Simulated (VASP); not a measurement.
# BN (R3m) in VASP: notebook

The runs below take BN through single point, with PBE.

All numbers are computed with VASP 6.6.1; they aren't measurements. Logs are shortened: lines on timing, memory, paths and dates and some standing lists are left out, and cuts for length are marked.

## 1. The cell of the first run

Symmetry: R3m, No. 160, trigonal system. The conventional cell has a = 2.522 Å, b = 2.522 Å, c = 5.702 Å, α = 90.00°, β = 90.00°, γ = 120.00°. Within 1.9 Å of B (site symmetry 3m) lie 4 N at 1.43 to 1.53 Å. Within 1.9 Å of N (site symmetry 3m) lie 4 B at 1.43 to 1.53 Å.

## 2. Single point, PBE (5.24 Å³/atom)

INCAR

```
PREC = Accurate
ENCUT = 600
EDIFF = 1E-6
ISMEAR = 0
SIGMA = 0.05
LREAL = F
LASPH = T
NELM = 120
ALGO = Normal
ISIF = 2
LWAVE = F
LCHARG = F
GGA = PE
NBANDS = 11
GGA_COMPAT = F
```

KPOINTS

```
regular mesh
0
Gamma
  12 12 12
```

POSCAR

```
BN
1.0
    0.0000000000      1.7835995359      1.7835995359
    1.7835995359      0.0000000000      1.7835995359
    1.6918036131      1.6918036131      0.0917959228
B N
1 1
Direct
    0.0000000000      0.0000000000      0.0000000000
    0.7500000000      0.7500000000      0.7500000000
```

Potentials or basis: VASP PAW PBE potentials, release 64 (B, N).

The run is started by

```
> cat potpaw_PBE.64/B/POTCAR potpaw_PBE.64/N/POTCAR > POTCAR
> mpirun -np 1 vasp_std > vasp.out
```

OUTCAR:

```text
PREC = Accurate
   ENCUT = 600
   EDIFF = 1E-6
   ISMEAR = 0
   LREAL = F
   LASPH = T
   NELM = 120
   ISIF = 2
   GGA = PE

 ion  position               nearest neighbor table
   1  0.000  0.000  0.000-   2 1.43   2 1.53   2 1.53   2 1.53
   2  0.750  0.750  0.750-   1 1.43   1 1.53   1 1.53   1 1.53

  LATTYP: Found a trigonal (rhomboedric) cell.
 ALAT       =     2.3943319365
 COS(alpha) =     0.4450856131

  Lattice vectors:

 A1 = (   1.6918036131,  -0.0917959228,  -1.6918036131)
 A2 = (  -0.0917959228,   1.6918036131,  -1.6918036131)
 A3 = (   1.6918036131,   1.6918036131,   0.0917959228)

Analysis of symmetry for initial positions (statically):
=====================================================================
 Subroutine PRICEL returns:
 Original cell was already a primitive cell.

 Routine SETGRP: Setting up the symmetry group for a
 trigonal (rhombohedral) supercell.

 Subroutine GETGRP returns: Found  6 space group operations
 (whereof  6 operations were pure point group operations)
 out of a pool of 12 trial point group operations.

The static configuration has the point symmetry C_3v.

Analysis of symmetry for dynamics (positions and initial velocities):
=====================================================================
 Subroutine PRICEL returns:
 Original cell was already a primitive cell.

 Routine SETGRP: Setting up the symmetry group for a
 trigonal (rhombohedral) supercell.

 Subroutine GETGRP returns: Found  6 space group operations
 (whereof  6 operations were pure point group operations)
 out of a pool of 12 trial point group operations.

The dynamic configuration has the point symmetry C_3v.

 Subroutine INISYM returns: Found  6 space group operations
 (whereof  6 operations are pure point group operations),
 and found     1 'primitive' translations

----------------------------------------------------------------------------------------

                                     Primitive cell

  volume of cell :      10.4720

  direct lattice vectors                    reciprocal lattice vectors
     0.000000000  1.783599536  1.783599536    -0.288149364  0.272514608  0.288149364
     1.783599536  0.000000000  1.783599536     0.272514608 -0.288149364  0.288149364
     1.691803613  1.691803613  0.091795923     0.303784120  0.303784120 -0.303784120

  length of vectors
     2.522390654  2.522390654  2.394331936     0.490228848  0.490228848  0.526169530

  position of ions in fractional coordinates (direct lattice)
[... 81 lines left out ...]
   EDIFFG = 0.1E-04   stopping-criterion for IOM
   NSW    =      0    number of steps for IOM
   IBRION =     -1    ionic relax: 0-MD 1-quasi-New 2-CG
   NFREE  =      0    steps in history (QN), initial steepest desc. (CG)
   ISIF   =      2    stress and relaxation
   ISYM   =      2    0-nonsym 1-usesym 2-fastsym
   POTIM  = 0.5000    time-step for ionic-motion
   TEBEG  =    0.0;   TEEND  =   0.0 temperature during run
   PSTRESS=    0.0 pullay stress
   NELECT =       8.0000    total number of electrons
   NUPDOWN=      -1.0000    fix difference up-down
   EMIN   =  10.00;   EMAX   =-10.00  energy-range for DOS
   EFERMI =   0.00;   METHOD = LEGACY
   ISMEAR =     0;   SIGMA  =   0.05  broadening in eV -4-tet -1-fermi 0-gaus
   EFERMI_NEDOS =   21; number of points for ismear=-14 and -15
   IALGO  =     38    algorithm
   IMIX   =      4    mixing-type and parameters
     AMIX     =   0.40;   BMIX     =  1.00
     AMIX_MAG =   1.60;   BMIX_MAG =  1.00
  volume/ion in A,a.u.               =       5.24        35.33
  Fermi-wavevector in a.u.,A,eV,Ry     =   1.496563  2.828094 30.472972  2.239700
  Thomas-Fermi vector in A             =   2.608563
   LORBIT       =      0    0 simple, 1 ext, 2 COOP (PROOUT), +10 PAW based schemes
   GGA     = PE    functional components
   LHFCALC =     F    Hartree Fock is set to
   AEXX    =    0.0000 exact exchange contribution
   IVDW    =     0    specifies the selected vdW correction
   LEPSILON=     F    determine dielectric tensor
   LRPA    =     F    only Hartree local field effects (RPA)
 non-spin polarized calculation
 Gauss-broadening in eV      SIGMA  =   0.05
  energy-cutoff  :      600.00
  volume of cell :       10.47
 maximum number of plane-waves:       359
   NGX =  9   NGY =  9   NGZ =  9

 number of electron       7.9999999 magnetization

 Free energy of the ion-electron system (eV)
  ---------------------------------------------------
  ext. energy  EPLUGINS =         0.00000000
  ---------------------------------------------------
  free energy    TOTEN  =       -17.02496341 eV

  energy without entropy =      -17.02496341  energy(sigma->0) =      -17.02496341

 E-fermi :   9.3522     XC(G=0): -13.4231

 val. band max:        9.0728391150   @ k =   0.0000   0.0000   0.0000
 cond. band min:      13.3537394714   @ k =   0.5000   0.5000  -0.0000
 fundamental gap:      4.2809003564
 Fermi energy:         9.3522316970

 k-point     1 :       0.0000    0.0000    0.0000
  band No.  band energies     occupation
      1     -12.7264      2.00000
      2       8.8684      2.00000
      3       8.8684      2.00000
      4       9.0728      2.00000
      5      17.5799      0.00000
      6      17.5799      0.00000
      7      18.5526      0.00000
      8      22.9341      0.00000
      9      36.0529      0.00000
     10      38.3034      0.00000
     11      38.3036      0.00000
[... 309 lines left out ...]
 k-point    24 :      -0.4167    0.1667    0.0000
  band No.  band energies     occupation
      1      -7.7778      2.00000
      2      -2.1944      2.00000
      3       4.5229      2.00000
      4       6.4079      2.00000
      5      19.2860      0.00000
      6      21.8525      0.00000
      7      23.7134      0.00000
      8      25.9205      0.00000
      9      31.1808      0.00000
     10      36.3033      0.00000
     11      37.8968      0.00000

 [... further k-points ...]
[... 5 lines left out ...]
  --------------------------------------------------------------------------------------
  -------------------------------------------------------------------------------------
  Total        4.2340436      4.2340436      4.2340436      2.2657738     -2.2657738     -2.2657738
  in kB      647.7930307    647.7930307    647.7930307    346.6550234   -346.6550234   -346.6550234
  external PRESSURE =     647.7930307 kB  Pullay stress =       0.0000000 kB

 VOLUME and BASIS-vectors are now :
 -----------------------------------------------------------------------------
  energy-cutoff  :      600.00
  volume of cell :       10.47
      direct lattice vectors                 reciprocal lattice vectors
     0.000000000  1.783599536  1.783599536    -0.288149364  0.272514608  0.288149364
     1.783599536  0.000000000  1.783599536     0.272514608 -0.288149364  0.288149364
     1.691803613  1.691803613  0.091795923     0.303784120  0.303784120 -0.303784120

 POSITION                                       TOTAL-FORCE (eV/Angst)
 -----------------------------------------------------------------------------------
      0.00000      0.00000      0.00000        -0.695704     -0.695704      0.695704
      2.60655      2.60655      2.74425         0.695704      0.695704     -0.695704
 -----------------------------------------------------------------------------------
    total drift:                                0.000024      0.000024     -0.000023

  FREE ENERGIE OF THE ION-ELECTRON SYSTEM (eV)
  ---------------------------------------------------
  free  energy   TOTEN  =       -17.0249634093 eV

  energy  without entropy=      -17.0249634093  energy(sigma->0) =      -17.02496341
```

OSZICAR:

```text
N       E                     dE             d eps       ncg     rms          rms(c)
DAV:   1     0.167536745733E+02    0.16754E+02   -0.55626E+03  4286   0.828E+02
DAV:   2    -0.176300711746E+02   -0.34384E+02   -0.33276E+02  4840   0.199E+02
DAV:   3    -0.182499032978E+02   -0.61983E+00   -0.61866E+00  4989   0.219E+01
DAV:   4    -0.182506188411E+02   -0.71554E-03   -0.71553E-03  4401   0.817E-01
DAV:   5    -0.182506193774E+02   -0.53634E-06   -0.53629E-06  4902   0.230E-02    0.754E+00
DAV:   6    -0.171653117788E+02    0.10853E+01   -0.29124E+00  4579   0.111E+01    0.374E+00
DAV:   7    -0.170427657103E+02    0.12255E+00   -0.18759E-01  4908   0.352E+00    0.210E+00
DAV:   8    -0.170246123961E+02    0.18153E-01   -0.43161E-02  4827   0.159E+00    0.281E-01
DAV:   9    -0.170248858782E+02   -0.27348E-03   -0.10659E-03  4377   0.319E-01    0.997E-02
DAV:  10    -0.170249583125E+02   -0.72434E-04   -0.12568E-04  4678   0.993E-02    0.176E-02
DAV:  11    -0.170249632009E+02   -0.48884E-05   -0.81634E-06  4757   0.258E-02    0.104E-02
DAV:  12    -0.170249634093E+02   -0.20838E-06   -0.93336E-07  2715   0.800E-03
   1 F= -.17024963E+02 E0= -.17024963E+02  d E =-.449162E-18
```

stdout:

```text
POSCAR found type information on POSCAR B N
 POSCAR found :  2 types and       2 ions
 scaLAPACK will be used
 LDA part: xc-table for (Slater+PW92), standard interpolation
 POSCAR, INCAR and KPOINTS ok, starting setup
 FFT: planning ... GRIDC
 FFT: planning ... GRID_SOFT
 FFT: planning ... GRID
 WAVECAR not read
 entering main loop
```

Run time: 9.3 s. Hardware: 1 thread of Intel Xeon 6975P-C (Granite Rapids), shared host; peak memory 0.13 GiB.

Results:

```yaml
Free_energy: -17.0250 eV
Pressure: 64.8 GPa
Largest_force: 1.205 eV/Å
Band_gap_on_the_k_mesh: 4.28 eV (least direct gap 8.51 eV)
```

Forces on the atoms (eV/Å):
```
B   -0.696 -0.696  0.696
N    0.696  0.696 -0.696
```

Caveat: the cell stands under pressure; forces of over 1 eV/Å act on the atoms, so gaps and moduli don't describe the material at rest.

## 3. Single point, PBE (5.24 Å³/atom)

INCAR

```
  ALGO = Normal
  EDIFF = 1E-6
  ENCUT = 600
  GGA = PE
  GGA_COMPAT = F
  ISIF = 2
  ISMEAR = 0
  LASPH = T
  LCHARG = F
  LREAL = F
  LWAVE = F
  NBANDS = 11
  NELM = 120
  PREC = Accurate
  SIGMA = 0.05
```

KPOINTS

```
k-points
0
Gamma
  12 12 12
```

POSCAR

```
BN
1.0
    0.0000000000      1.6905584397      1.6905584397
    1.6905584397      0.0000000000      1.6905584397
    1.7848916006      1.7848916006     -0.0943331609
B N
1 1
Direct
    0.0000000000      0.0000000000      0.0000000000
    0.7500000000      0.7500000000      0.7500000000
```

Potentials or basis: VASP PAW PBE potentials, release 64 (B, N).

The run is started by

```
> cat potpaw_PBE.64/B/POTCAR potpaw_PBE.64/N/POTCAR > POTCAR
> mpirun -np 1 vasp_std > vasp.out
```

Wall time 8.9 s (1 thread of Intel Xeon 6975P-C (Granite Rapids), shared host); peak memory 0.14 GiB.

It converged, with:

- Free energy: -17.0352 eV
- Pressure: 64.4 GPa
- Largest force: 0.436 eV/Å
- Band gap on the k mesh: 4.23 eV (least direct gap 6.92 eV)

Forces in eV/Å, atoms in the order of the input:
```
B    0.252  0.252 -0.252
N   -0.252 -0.252  0.252
```

Stress tensor (GPa, compression positive):
```
 64.43 -31.73  31.73
-31.73  64.43  31.73
 31.73  31.73  64.43
```

Levels at points of the mesh, in eV from the valence-band top:
| k point | band 1 | band 2 | band 3 | band 4 | band 5 | band 6 | band 7 | band 8 |
| --- | --- | --- | --- | --- | --- | --- | --- | --- |
| (0.00, 0.00, 0.00) | -21.88 | -0.61 | 0.00 | 0.00 | 6.92 | 10.04 | 10.04 | 13.07 |
| (0.50, 0.00, 0.00) | -16.81 | -11.96 | -2.59 | -2.55 | 9.49 | 11.70 | 11.84 | 16.34 |
| (0.50, 0.50, 0.00) | -15.53 | -9.96 | -6.16 | -5.15 | 4.23 | 9.99 | 18.86 | 19.64 |
| (0.00, 0.00, 0.50) | -17.82 | -12.26 | -1.66 | -1.66 | 11.86 | 11.86 | 13.26 | 16.03 |

Caveat: the cell stands under pressure. A k mesh can miss the band edges.
